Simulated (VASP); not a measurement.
Input of a VASP 6.6.1 run:

The input POSCAR:

```
SnTe
1.0
    0.0000000000      3.6111460000      3.6111460000
    3.6111460000      0.0000000000      3.6111460000
    3.6111460000      3.6111460000      0.0000000000
Te Sn
1 1
Direct
    0.2500000000      0.2500000000      0.2500000000
    0.0000000000      0.0000000000      0.0000000000
```

The input INCAR.step1:

```
ALGO = Normal ; EDIFF = 1E-5
ENCUT = 520 ; GGA = PE
ISIF = 2 ; ISMEAR = -1
LASPH = True ; LCHARG = False
LREAL = False ; LWAVE = True
NBANDS = 17 ; NELM = 80
PREC = Accurate ; SIGMA = 0.05
```

The input INCAR.step2:

```
AEXX = 0.25 ; ALGO = Normal
EDIFF = 1E-7 ; ENCUT = 520
GGA = PE ; HFSCREEN = 0.3
ISIF = 2 ; ISMEAR = -1
ISTART = 1 ; LASPH = True
LCHARG = False ; LHFCALC = True
LREAL = False ; LWAVE = False
NBANDS = 17 ; NELM = 80
PREC = Accurate ; PRECFOCK = Normal
SIGMA = 0.05
```

KPOINTS

```
k-points
0
Gamma
  4 4 4
```

Potentials or basis: VASP PAW PBE potentials, release 64 (Te, Sn_d).

The run is started by

```bash
$ cat potpaw_PBE.64/Te/POTCAR potpaw_PBE.64/Sn_d/POTCAR > POTCAR
$ cp INCAR.step1 INCAR
$ mpirun -np 1 vasp_std > vasp.out
$ cp INCAR.step2 INCAR
$ mpirun -np 1 vasp_std > vasp.out
```

**Question.** Predict the pressure.

**Answer.** -0.7 GPa.

**Question.** What does it give for the band gap on the k mesh?

**Answer.** 0.26 eV, indirect (least direct gap 1.02 eV).

Caveat: the PAW data sets were made with another functional, which shifts forces and pressure a little; spin-orbit coupling is left out, which moves the levels of the heavy elements. A k mesh can miss the band edges.
